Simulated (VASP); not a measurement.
Wanted: the native input for a VASP 6.6.1 run.

```yaml
Task: single point
Functional: PBEsol
Potentials_or_basis: VASP PAW PBE potentials, release 64 (Cu, O)
Cutoff: 520 eV
k_mesh: 9 × 9 × 5
Occupations: fermi-dirac, width 0.05 eV
Spin: no spin polarisation
Dipole_correction: no
Further_INCAR_settings: ALGO = Normal; EDIFF = 1e-07; NBANDS = 25
```

The structure of CuO lies in POSCAR:

```
CuO
1.0
    2.0439488176     -2.0509420733      0.0000000000
    2.0439488176      2.0509420733      0.0000000000
    0.0000000000      0.0000000000      5.0891113222
Cu O
2 2
Direct
    0.5000000000      0.0000000000      0.0000000000
    0.0000000000      0.5000000000      0.5000000000
    0.5000000000      0.5000000000      0.2500000000
    0.5000000000      0.5000000000      0.7500000000
```

The input as run:

INCAR

```
PREC = Accurate
ENCUT = 520
EDIFF = 1E-7
ISMEAR = -1
SIGMA = 0.05
LREAL = False
LASPH = True
NELM = 100
ALGO = Normal
ISIF = 2
LWAVE = False
LCHARG = False
GGA = PS
NBANDS = 25
```

KPOINTS

```
Automatic mesh
0
Gamma
  9 9 5
```

Potentials or basis: VASP PAW PBE potentials, release 64 (Cu, O).

Command:

```bash
$ cat potpaw_PBE.64/Cu/POTCAR potpaw_PBE.64/O/POTCAR > POTCAR
$ mpirun -np 1 vasp_std > vasp.out
```

It gave:

```json
{
  "Pressure": "0.8 GPa",
  "Band gap on the k mesh": "zero (bands 17 and 18 overlap by 0.99 eV)"
}
```

Caveat: the PAW data sets were made with another functional, which shifts forces and pressure a little; semilocal functionals often make such compounds metallic where correlation or magnetic order opens a gap, which also shifts bond lengths.

Run time: 2.3 min on 1 thread of Intel Xeon 8259CL (shared host), peak memory 0.2 GiB.
